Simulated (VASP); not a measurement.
Al3Ni5: single point with PBEsol

Al3Ni5:

```
Al Ni
1.0
     3.45800   -3.87653    0.00000
     3.45800    3.87653    0.00000
     0.00000    0.00000    3.53434
Al Ni
3 5
Direct
  0.50000 0.50000 0.00000
  0.77969 0.22031 0.50000
  0.22031 0.77969 0.50000
  0.00000 0.00000 0.00000
  0.00000 0.50000 0.00000
  0.50000 0.00000 0.00000
  0.27624 0.27624 0.50000
  0.72376 0.72376 0.50000
```

This cell differs from its parent crystal: strain +0.050 along x and y, -0.050 along z.

```yaml
Program: VASP 6.6.1
Task: single point
Functional: PBEsol
Potentials_or_basis: VASP PAW PBE potentials, release 64 (Al, Ni)
Cutoff: 520 eV
k_mesh: 8 × 8 × 10
Occupations: gaussian, width 0.15 eV
Spin: no spin polarisation
```

| Item | Value |
| --- | --- |
| Pressure | -6.6 GPa |
| Largest force | 0.422 eV/Å |
| Band gap on the k mesh | zero (an odd number of electrons rules out a gap without spin polarisation) |

Forces in eV/Å, atoms in the order of the input:
```
Al   0.000  0.000  0.000
Al   0.000 -0.046  0.000
Al   0.000  0.046  0.000
Ni   0.000  0.000  0.000
Ni   0.000  0.000  0.000
Ni   0.000  0.000  0.000
Ni  -0.422  0.000  0.000
Ni   0.422  0.000  0.000
```

Stress tensor (GPa, compression positive):
```
 -8.36   0.00   0.00
  0.00 -11.57   0.00
  0.00   0.00   0.10
```

Levels at points of the mesh, in eV from the Fermi level:
| k point | band 25 | band 26 | band 27 | band 28 | band 29 | band 30 | band 31 | band 32 | band 33 | band 34 |
| --- | --- | --- | --- | --- | --- | --- | --- | --- | --- | --- |
| (0.00, 0.00, 0.00) | -1.01 | -1.01 | -0.89 | -0.71 | -0.42 | -0.03 | 0.17 | 0.38 | 1.16 | 3.66 |
| (0.50, 0.00, 0.00) | -1.08 | -1.05 | -0.94 | -0.69 | -0.50 | -0.47 | 0.68 | 2.85 | 2.94 | 3.17 |
| (0.50, 0.50, 0.00) | -1.22 | -1.09 | -0.93 | -0.90 | -0.42 | 2.85 | 3.35 | 3.87 | 3.90 | 3.94 |
| (0.00, 0.00, 0.50) | -1.45 | -1.44 | -1.35 | -1.09 | -0.78 | -0.62 | -0.41 | 1.93 | 2.52 | 2.54 |
| (0.50, 0.00, 0.50) | -1.31 | -1.26 | -1.15 | -1.15 | -0.58 | 0.67 | 0.77 | 0.93 | 0.99 | 2.52 |
| (0.50, 0.50, 0.50) | -1.30 | -1.25 | -1.23 | -1.17 | -1.00 | -0.11 | -0.10 | 0.24 | 0.27 | 5.60 |

Wall time 4 min on 1 thread of Intel(R) Xeon(R) 6975P-C (Granite Rapids), on a shared host, peak memory 0.46 GiB.

Caveat: the cell differs from its parent crystal (strain +0.050 along x and y, -0.050 along z); the cell stands under tension; the PAW data sets were made with another functional, which shifts forces and pressure a little. Spin polarisation is off, so any magnetic state and its effect on volume and gap are missing.
